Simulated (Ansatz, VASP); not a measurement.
**Two plane-wave programs on La2Hf3O3**

```
CELL_PARAMETERS angstrom
-3.16294 3.16294 4.44310
3.16294 -3.16294 4.44310
3.16294 3.16294 -4.44310
ATOMIC_POSITIONS crystal
La 0.71697 0.71697 0.00000
La 0.28303 0.28303 0.00000
Hf 0.75000 0.25000 0.50000
Hf 0.25000 0.75000 0.50000
Hf 0.00000 0.00000 0.00000
O 0.50000 0.00000 0.50000
O 0.00000 0.50000 0.50000
O 0.50000 0.50000 0.00000
```

Alike in both runs: functional PBE; k mesh 8 × 8 × 8; occupations gaussian, width 0.1 eV; no spin polarisation.

Ansatz relaxed the structure, and its values are those at the end. VASP's run is a single point on that final structure, the one shown.

|  | VASP | Ansatz |
| --- | --- | --- |
| version | VASP 6.6.1 | Ansatz 0.2.0 |
| potentials or method | VASP PAW PBE potentials, release 64 (La, Hf_pv, O), cutoff 520 eV | scalar-relativistic, plane waves, PAW |
| valence electrons in the cell | 70 | 118 |

Ansatz gave:

- gap on the k mesh at the Fermi level (eV): none
- pressure (GPa): 0.0

What did VASP give for the same quantities?

gap on the k mesh at the Fermi level (eV): none; pressure (GPa): -0.4.

A gap of «none» marks a metal or a gap that the smearing closes. VASP's potentials hold 70 valence electrons a cell and Ansatz's 118, so a difference there can come from the potentials and not from the codes.

Spin-orbit coupling is off throughout.
